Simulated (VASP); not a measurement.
Ag: relaxation of shape and atoms at fixed volume with LDA

The system is Ag.

```
Ag
1.0
     2.84479    0.00000    0.00000
    -1.42240    2.46366    0.00000
     0.00000    0.00000    4.67033
Ag
2
Cartesian
  0.0000 1.6424 1.1676
  1.4224 0.8212 3.5028
```

This isn't the form of Ag at room conditions, which is fcc.

```json
{
  "Program": "VASP 6.6.1",
  "Task": "relaxation of shape and atoms at fixed volume",
  "Functional": "LDA",
  "Potentials or basis": "VASP PAW LDA potentials, release 64 (Ag)",
  "Cutoff": "600 eV",
  "k mesh": "18 × 18 × 10",
  "Occupations": "fermi-dirac, width 0.15 eV",
  "Spin": "no spin polarisation",
  "Dipole correction": "no",
  "Further INCAR settings": "ALGO = Fast; EDIFF = 1e-06; IBRION = 2; EDIFFG = -0.001; NSW = 80; ISIF = 4"
}
```

```json
{
 "Pressure after relaxing": "-2.5 GPa",
 "Band gap on the k mesh": "zero (bands 11 and 12 overlap by 7.62 eV)"
}
```

Final structure:
```xyz
2
Lattice="2.8448 0.0000 0.0000 -1.4224 2.4637 0.0000 0.0000 0.0000 4.6703" Properties=species:S:1:pos:R:3 pbc="T T T"
Ag    0.0000    1.6424    1.1676
Ag    1.4224    0.8212    3.5028
```

Levels at points of the mesh, in eV from the Fermi level:
```csv
k point,band 9,band 10,band 11,band 12,band 13,band 14
"(0.00, 0.00, 0.00)",-4.17,-3.08,-3.08,-0.59,3.72,15.82
"(0.50, 0.00, 0.00)",-2.88,-2.77,0.10,1.65,6.98,7.26
"(0.00, 0.00, 0.50)",-3.42,-3.42,-3.42,-3.42,11.32,11.32
"(0.50, 0.00, 0.50)",-2.83,-2.83,0.68,0.68,4.81,4.81
```

Wall time 2.1 min on 1 thread of Intel Xeon 8259CL, on a shared host, peak memory 0.23 GiB.
